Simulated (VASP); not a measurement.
SnSe, 4 atoms in the cell. The cell holds a slab with vacuum, 4 atoms: a = 4.316 Å, b = 4.316 Å, c = 11.309 Å, α = 90.00°, β = 90.00°, γ = 90.00°.  This cell differs from its parent crystal: strain +0.030 along x and y, +0.030 along z.

| Item | Value |
| --- | --- |
| Program | VASP 6.6.1 |
| Task | single point |
| Functional | LDA |
| Potentials or basis | VASP PAW LDA potentials, release 64 (Sn_d, Se) |
| Cutoff | 520 eV |
| k mesh | 6 × 6 × 4 |
| Occupations | gaussian, width 0.05 eV |
| Spin | no spin polarisation |
| Dipole correction | no |
| Further INCAR settings | ALGO = Normal; EDIFF = 1e-06; NBANDS = 28 |

Potentials or basis: VASP PAW LDA potentials, release 64 (Sn_d, Se).

The run is started by

```console
$ cat potpaw_LDA.64/Sn_d/POTCAR potpaw_LDA.64/Se/POTCAR > POTCAR
$ mpirun -np 1 vasp_std > vasp.out
```

Hardware: 1 thread of Intel Xeon 8259CL (shared host).

Task: How long does it take, and how much memory?

Result: Wall time 3.5 min on 1 thread of Intel Xeon 8259CL (shared host), peak memory 0.33 GiB. Counts: scf iterations 17, k points 30.
